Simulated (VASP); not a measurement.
# Ge (I4_1/amd) in VASP: a series of runs

Ge is run at these levels: r2SCAN; tasks: single point.

All numbers are computed with VASP 6.6.1; they aren't measurements. Logs are shortened: lines on timing, memory, paths and dates and some standing lists are left out, and cuts for length are marked.

## Step 1: The cell of the first run

The structure is tetragonal, space group I4_1/amd (No. 141). The conventional cell has a = 4.618 Å, b = 4.618 Å, c = 4.245 Å, α = 90.00°, β = 90.00°, γ = 90.00°. Ge (site symmetry -4m2) has 4 Ge at 2.54 Å within 3.4 Å.

## Step 2: Single point, r2SCAN

Contents of POSCAR:

```
Ge
1.0
    0.0000000000      3.2655764241      2.1226246756
    3.2655764241      0.0000000000      2.1226246756
    3.2655764241      3.2655764241      0.0000000000
Ge
2
Direct
    0.5000000000      0.5000000000      0.5000000000
    0.7500000000      0.7500000000      0.7500000000
```

Contents of INCAR.step1:

```
SYSTEM = Ge
PREC     = Accurate       ! precision mode
ENCUT    = 520            ! plane-wave cutoff, eV
ISMEAR   = 0              ! smearing method
SIGMA    = 0.05           ! smearing width, eV
LREAL    = .False.        ! projectors in reciprocal space
LASPH    = .True.         ! aspherical terms in the spheres
NELM     = 60             ! most SCF steps
NBANDS   = 21             ! bands
GGA      = PE             ! functional
ALGO     = Normal         ! electronic algorithm
EDIFF    = 1E-4           ! SCF threshold, eV
LWAVE    = .True.         ! write WAVECAR
LCHARG   = .False.        ! write CHGCAR
```

Contents of INCAR.step2:

```
SYSTEM = Ge
PREC     = Accurate       ! precision mode
ENCUT    = 520            ! plane-wave cutoff, eV
EDIFF    = 1E-6           ! SCF threshold, eV
ISMEAR   = 0              ! smearing method
SIGMA    = 0.05           ! smearing width, eV
LREAL    = .False.        ! projectors in reciprocal space
LASPH    = .True.         ! aspherical terms in the spheres
NELM     = 60             ! most SCF steps
ALGO     = Normal         ! electronic algorithm
ISIF     = 2              ! what is computed and relaxed
LWAVE    = .False.        ! write WAVECAR
LCHARG   = .True.         ! write CHGCAR
METAGGA  = R2SCAN         ! meta-GGA
LMIXTAU  = .True.       
LELF     = .True.         ! ELF
LVHAR    = .True.       
NBANDS   = 21             ! bands
ISTART   = 1
```

Contents of KPOINTS:

```
regular mesh
0
Gamma
  12 12 12
  0 0 0
```

Potentials or basis: VASP PAW PBE potentials, release 64 (Ge_d).

Started as:

```console
> cat potpaw_PBE.64/Ge_d/POTCAR > POTCAR
> cp INCAR.step1 INCAR
> mpirun -np 1 vasp_std > vasp.out
> cp INCAR.step2 INCAR
> mpirun -np 1 vasp_std > vasp.out
```

OUTCAR:

```text
SYSTEM = Ge
   PREC = Accurate
   ENCUT = 520
   EDIFF = 1E-6
   ISMEAR = 0
   LREAL = .False.
   LASPH = .True.
   NELM = 60
   ISIF = 2
   METAGGA = R2SCAN
   ISTART = 1

 ion  position               nearest neighbor table
   1  0.500  0.500  0.500-   2 2.54   2 2.54   2 2.54   2 2.54
   2  0.750  0.750  0.750-   1 2.54   1 2.54   1 2.54   1 2.54

  LATTYP: Found a body centered tetragonal cell.
 ALAT       =     4.6182224679
 C/A-ratio  =     0.9192388155

  Lattice vectors:

 A1 = (   0.0000000000,  -3.2655764241,  -2.1226246756)
 A2 = (   0.0000000000,   3.2655764241,  -2.1226246756)
 A3 = (   3.2655764241,   0.0000000000,   2.1226246756)

Analysis of symmetry for initial positions (statically):
=====================================================================
 Subroutine PRICEL returns:
 Original cell was already a primitive cell.

 Routine SETGRP: Setting up the symmetry group for a
 body centered tetragonal supercell.

 Subroutine GETGRP returns: Found 16 space group operations
 (whereof  8 operations were pure point group operations)
 out of a pool of 16 trial point group operations.

The static configuration has the point symmetry D_2d.
 The point group associated with its full space group is D_4h.

Analysis of symmetry for dynamics (positions and initial velocities):
=====================================================================
 Subroutine PRICEL returns:
 Original cell was already a primitive cell.

 Routine SETGRP: Setting up the symmetry group for a
 body centered tetragonal supercell.

 Subroutine GETGRP returns: Found 16 space group operations
 (whereof  8 operations were pure point group operations)
 out of a pool of 16 trial point group operations.

The dynamic configuration has the point symmetry D_2d.
 The point group associated with its full space group is D_4h.

 Subroutine INISYM returns: Found 16 space group operations
 (whereof  8 operations are pure point group operations),
 and found     1 'primitive' translations

----------------------------------------------------------------------------------------

                                     Primitive cell

  volume of cell :      45.2713

  direct lattice vectors                    reciprocal lattice vectors
     0.000000000  3.265576424  2.122624676    -0.153112325  0.153112325  0.235557424
     3.265576424  0.000000000  2.122624676     0.153112325 -0.153112325  0.235557424
     3.265576424  3.265576424  0.000000000     0.153112325  0.153112325 -0.235557424

  length of vectors
     3.894807427  3.894807427  4.618222468     0.319959479  0.319959479  0.319959479

  position of ions in fractional coordinates (direct lattice)
     0.500000000  0.500000000  0.500000000
     0.750000000  0.750000000  0.750000000

  ion indices of the primitive-cell ions
   primitive index   ion index
                 1           1
                 2           2

----------------------------------------------------------------------------------------

 KPOINTS: regular mesh

Automatic generation of k-mesh.
 Grid dimensions read from file:
 generate k-points for:   12   12   12

 Generating k-lattice:

  Cartesian coordinates                     Fractional coordinates (reciprocal lattice)
    -0.012759360  0.012759360  0.019629785     0.083333333  0.000000000  0.000000000
     0.012759360 -0.012759360  0.019629785     0.000000000  0.083333333  0.000000000
     0.012759360  0.012759360 -0.019629785    -0.000000000 -0.000000000  0.083333333

  Length of vectors
     0.026663290  0.026663290  0.026663290

  Shift w.r.t. Gamma in fractional coordinates (k-lattice)
     0.000000000  0.000000000  0.000000000

 Subroutine IBZKPT returns following result:
 ===========================================

 Found    163 irreducible k-points:

 Following reciprocal coordinates:
            Coordinates               Weight
  0.000000  0.000000  0.000000      1.000000
  0.083333  0.000000  0.000000      8.000000
  0.166667  0.000000  0.000000      8.000000
  0.250000 -0.000000  0.000000      8.000000
  0.333333  0.000000  0.000000      8.000000
  0.416667  0.000000  0.000000      8.000000
[... 16 lines left out ...]
  0.500000  0.166667  0.000000      8.000000
 -0.416667  0.166667  0.000000      8.000000
 [... further k-points ...]
   k-points           NKPTS =    163   k-points in BZ     NKDIM =    163   number of bands    NBANDS=     21
   number of dos      NEDOS =    301   number of ions     NIONS =      2
   total plane-waves  NPLWV =  32400
   dimension x,y,z NGX =    30 NGY =   30 NGZ =   36
   dimension x,y,z NGXF=    60 NGYF=   60 NGZF=   72
   ions per type =               2
   NGX,Y,Z   is equivalent  to a cutoff of  12.81, 12.81, 12.96 a.u.
   NGXF,Y,Z  is equivalent  to a cutoff of  25.61, 25.61, 25.92 a.u.
 SYSTEM =  Ge
   PREC   = accura    normal or accurate (medium, high low for compatibility)
   ISTART =      1    job   : 0-new  1-cont  2-samecut
   ICHARG =      0    charge: 1-file 2-atom 10-const
   ISPIN  =      1    spin polarized calculation?
   LNONCOLLINEAR =      F non collinear calculations
   LSORBIT =      F    spin-orbit coupling
   LASPH  =      T    aspherical Exc in radial PAW
   ENCUT  =  520.0 eV  38.22 Ry    6.18 a.u.   7.24  7.24  8.59*2*pi/ulx,y,z
   NELM   =     60;   NELMIN=  2; NELMDL=  0     # of ELM steps
   EDIFF  = 0.1E-05   stopping-criterion for ELM
   LREAL  =      F    real-space projection
   EDIFFG = 0.1E-04   stopping-criterion for IOM
   NSW    =      0    number of steps for IOM
   IBRION =     -1    ionic relax: 0-MD 1-quasi-New 2-CG
   NFREE  =      0    steps in history (QN), initial steepest desc. (CG)
   ISIF   =      2    stress and relaxation
   ISYM   =      2    0-nonsym 1-usesym 2-fastsym
   POTIM  = 0.5000    time-step for ionic-motion
   TEBEG  =    0.0;   TEEND  =   0.0 temperature during run
   PSTRESS=    0.0 pullay stress
   NELECT =      28.0000    total number of electrons
   NUPDOWN=      -1.0000    fix difference up-down
   EMIN   =  10.00;   EMAX   =-10.00  energy-range for DOS
   EFERMI =   0.00;   METHOD = LEGACY
   ISMEAR =     0;   SIGMA  =   0.05  broadening in eV -4-tet -1-fermi 0-gaus
   EFERMI_NEDOS =   21; number of points for ismear=-14 and -15
   IALGO  =     38    algorithm
   IMIX   =      4    mixing-type and parameters
     AMIX     =   0.40;   BMIX     =  1.00
     AMIX_MAG =   1.60;   BMIX_MAG =  1.00
  volume/ion in A,a.u.               =      22.64       152.75
  Fermi-wavevector in a.u.,A,eV,Ry     =   1.394825  2.635838 26.470653  1.945538
  Thomas-Fermi vector in A             =   2.518337
   LORBIT       =      0    0 simple, 1 ext, 2 COOP (PROOUT), +10 PAW based schemes
   METAGGA = R2SCAN    functional components
   LHFCALC =     F    Hartree Fock is set to
   AEXX    =    0.0000 exact exchange contribution
   IVDW    =     0    specifies the selected vdW correction
   LEPSILON=     F    determine dielectric tensor
   LRPA    =     F    only Hartree local field effects (RPA)
 non-spin polarized calculation
 Gauss-broadening in eV      SIGMA  =   0.05
  energy-cutoff  :      520.00
  volume of cell :       45.27
 maximum number of plane-waves:      1232
 NGX is ok and might be reduce to    30

 number of electron      28.0000011 magnetization

 Free energy of the ion-electron system (eV)
  ---------------------------------------------------
  ext. energy  EPLUGINS =         0.00000000
  ---------------------------------------------------
  free energy    TOTEN  =       -27.07245861 eV

  energy without entropy =      -27.07121823  energy(sigma->0) =      -27.07183842

 E-fermi :   4.5823     XC(G=0): -10.9876

 val. band max:        4.5792091871   @ k =   0.4167   0.2500   0.0833
 cond. band min:       4.5857232931   @ k =   0.5000  -0.0000   0.0833
 fundamental gap:      0.0065141061
 Fermi energy:         4.5823094102

 k-point     1 :       0.0000    0.0000    0.0000
  band No.  band energies     occupation
      1     -20.7608      2.00000
      2     -20.6837      2.00000
      3     -20.6631      2.00000
      4     -20.6631      2.00000
      5     -20.6442      2.00000
      6     -20.5834      2.00000
[... 13 lines left out ...]
     20      12.7725      0.00000
     21      14.0836      0.00000

 k-point     2 :       0.0833    0.0000    0.0000
  band No.  band energies     occupation
      1     -20.7602      2.00000
      2     -20.6830      2.00000
      3     -20.6723      2.00000
      4     -20.6605      2.00000
      5     -20.6349      2.00000
      6     -20.5943      2.00000
[... 13 lines left out ...]
     20      13.1906      0.00000
     21      13.7294      0.00000

 k-point     3 :       0.1667    0.0000    0.0000
  band No.  band energies     occupation
      1     -20.7586      2.00000
      2     -20.6858      2.00000
      3     -20.6806      2.00000
      4     -20.6540      2.00000
      5     -20.6213      2.00000
      6     -20.6077      2.00000
[... 13 lines left out ...]
     20      13.2760      0.00000
     21      14.7757      0.00000

 k-point     4 :       0.2500   -0.0000    0.0000
  band No.  band energies     occupation
      1     -20.7565      2.00000
      2     -20.6975      2.00000
      3     -20.6765      2.00000
      4     -20.6463      2.00000
      5     -20.6181      2.00000
      6     -20.6099      2.00000
[... 13 lines left out ...]
     20      13.5842      0.00000
     21      16.0243      0.00000

 k-point     5 :       0.3333    0.0000    0.0000
  band No.  band energies     occupation
      1     -20.7545      2.00000
      2     -20.7064      2.00000
      3     -20.6713      2.00000
      4     -20.6411      2.00000
      5     -20.6252      2.00000
      6     -20.6021      2.00000
[... 13 lines left out ...]
     20      15.3509      0.00000
     21      15.8944      0.00000
[... 382 lines left out ...]
     20      16.3989      0.00000
     21      18.4392      0.00000

 k-point    22 :       0.4167    0.1667    0.0000
  band No.  band energies     occupation
      1     -20.7284      2.00000
      2     -20.6940      2.00000
      3     -20.6631      2.00000
      4     -20.6333      2.00000
      5     -20.6228      2.00000
      6     -20.6051      2.00000
[... 13 lines left out ...]
     20      16.4955      0.00000
     21      18.0563      0.00000

 k-point    23 :       0.5000    0.1667    0.0000
  band No.  band energies     occupation
      1     -20.7355      2.00000
      2     -20.7024      2.00000
      3     -20.6659      2.00000
      4     -20.6291      2.00000
      5     -20.6251      2.00000
      6     -20.5986      2.00000
[... 13 lines left out ...]
     20      17.6426      0.00000
     21      18.3623      0.00000

 k-point    24 :      -0.4167    0.1667    0.0000
  band No.  band energies     occupation
      1     -20.7457      2.00000
      2     -20.7084      2.00000
      3     -20.6703      2.00000
      4     -20.6317      2.00000
      5     -20.6190      2.00000
      6     -20.5953      2.00000
[... 13 lines left out ...]
     20      16.0968      0.00000
     21      16.9529      0.00000

 [... further k-points ...]
[... 5 lines left out ...]
  --------------------------------------------------------------------------------------
  -------------------------------------------------------------------------------------
  Total       -1.6430215     -1.6430215      1.1647883      0.0000000      0.0000000      0.0000000
  in kB      -58.1474835    -58.1474835     41.2225316      0.0000000      0.0000000      0.0000000
  external PRESSURE =     -25.0241451 kB  Pullay stress =       0.0000000 kB

 VOLUME and BASIS-vectors are now :
 -----------------------------------------------------------------------------
  energy-cutoff  :      520.00
  volume of cell :       45.27
      direct lattice vectors                 reciprocal lattice vectors
     0.000000000  3.265576424  2.122624676    -0.153112325  0.153112325  0.235557424
     3.265576424  0.000000000  2.122624676     0.153112325 -0.153112325  0.235557424
     3.265576424  3.265576424  0.000000000     0.153112325  0.153112325 -0.235557424

 POSITION                                       TOTAL-FORCE (eV/Angst)
 -----------------------------------------------------------------------------------
      3.26558      3.26558      2.12262         0.000000      0.000000      0.000000
      4.89836      4.89836      3.18394         0.000000     -0.000000     -0.000000
 -----------------------------------------------------------------------------------
    total drift:                                0.000000     -0.000000     -0.000000

  FREE ENERGIE OF THE ION-ELECTRON SYSTEM (eV)
  ---------------------------------------------------
  free  energy   TOTEN  =       -27.0724586099 eV

  energy  without entropy=      -27.0712182321  energy(sigma->0) =      -27.07183842
```

It took 5 min on 1 thread of Intel Xeon 6975P-C (Granite Rapids), shared host; peak memory 0.26 GiB.

Results:

```
Free energy            : -27.0725 eV
Pressure               : -2.5 GPa
Band gap on the k mesh : zero (band 14 reaches 5.85 eV, above the bottom of band 15 at 3.16 eV)
```

Caveat: the PAW data sets were made with another functional, which shifts forces and pressure a little.

## Step 3: Single point, r2SCAN

This run uses another cell than the first one, of the same volume but with other edges.

Contents of POSCAR:

```
Ge
1.0
    0.0000000000      2.4711582112      3.7067373168
    2.4711582112      0.0000000000      3.7067373168
    2.4711582112      2.4711582112      0.0000000000
Ge
2
Direct
    0.5000000000      0.5000000000      0.5000000000
    0.7500000000      0.7500000000      0.7500000000
```

Contents of INCAR.step1:

```
PREC     = Accurate       # precision mode
ENCUT    = 520            # plane-wave cutoff, eV
ISMEAR   = 0              # smearing method
SIGMA    = 0.05           # smearing width, eV
LREAL    = F              # projectors in reciprocal space
LASPH    = T              # aspherical terms in the spheres
NELM     = 60             # most SCF steps
NBANDS   = 21             # bands
GGA      = PE             # functional
ALGO     = Normal         # electronic algorithm
EDIFF    = 1E-4           # SCF threshold, eV
LWAVE    = T              # write WAVECAR
LCHARG   = F              # write CHGCAR
```

Contents of INCAR.step2:

```
PREC     = Accurate       # precision mode
ENCUT    = 520            # plane-wave cutoff, eV
EDIFF    = 1E-7           # SCF threshold, eV
ISMEAR   = 0              # smearing method
SIGMA    = 0.05           # smearing width, eV
LREAL    = F              # projectors in reciprocal space
LASPH    = T              # aspherical terms in the spheres
NELM     = 60             # most SCF steps
ALGO     = Normal         # electronic algorithm
ISIF     = 2              # what is computed and relaxed
LWAVE    = F              # write WAVECAR
LCHARG   = F              # write CHGCAR
METAGGA  = R2SCAN         # meta-GGA
LMIXTAU  = T            
NBANDS   = 21             # bands
ISTART   = 1
```

Contents of KPOINTS:

```
Automatic mesh
0
Gamma
  12 12 12
```

Potentials or basis: VASP PAW PBE potentials, release 64 (Ge_d).

Started as:

```console
> cat potpaw_PBE.64/Ge_d/POTCAR > POTCAR
> cp INCAR.step1 INCAR
> mpirun -np 1 vasp_std > vasp.out
> cp INCAR.step2 INCAR
> mpirun -np 1 vasp_std > vasp.out
```

Wall time 4.6 min (1 thread of Intel Xeon 6975P-C (Granite Rapids), shared host); peak memory 0.27 GiB.

It converged, with:

| Quantity | Value |
| --- | --- |
| Free energy | -26.6061 eV |
| Pressure | 1.1 GPa |
| Band gap on the k mesh | zero (band 14 reaches 6.56 eV, above the bottom of band 15 at 4.59 eV) |

Stress tensor (GPa, compression positive):
```
 5.85  0.00  0.00
 0.00  5.85  0.00
 0.00  0.00 -8.46
```

Levels at points of the mesh, in eV from the Fermi level:
| k point | band 10 | band 11 | band 12 | band 13 | band 14 | band 15 | band 16 | band 17 | band 18 | band 19 |
| --- | --- | --- | --- | --- | --- | --- | --- | --- | --- | --- |
| (0.00, 0.00, 0.00) | -25.42 | -13.21 | -2.98 | -2.17 | 1.62 | 1.62 | 2.82 | 2.82 | 4.67 | 7.02 |
| (0.50, 0.00, 0.00) | -25.38 | -10.83 | -7.82 | -3.32 | -1.77 | 1.14 | 5.37 | 5.61 | 6.96 | 8.81 |
| (0.50, 0.50, 0.00) | -25.35 | -10.48 | -10.48 | -0.72 | -0.72 | 3.65 | 3.65 | 8.67 | 8.67 | 8.99 |
| (0.50, 0.00, 0.50) | -25.43 | -8.25 | -8.25 | -3.63 | -3.63 | -0.04 | -0.04 | 6.03 | 6.03 | 7.63 |

Caveat: the PAW data sets were made with another functional, which shifts forces and pressure a little.
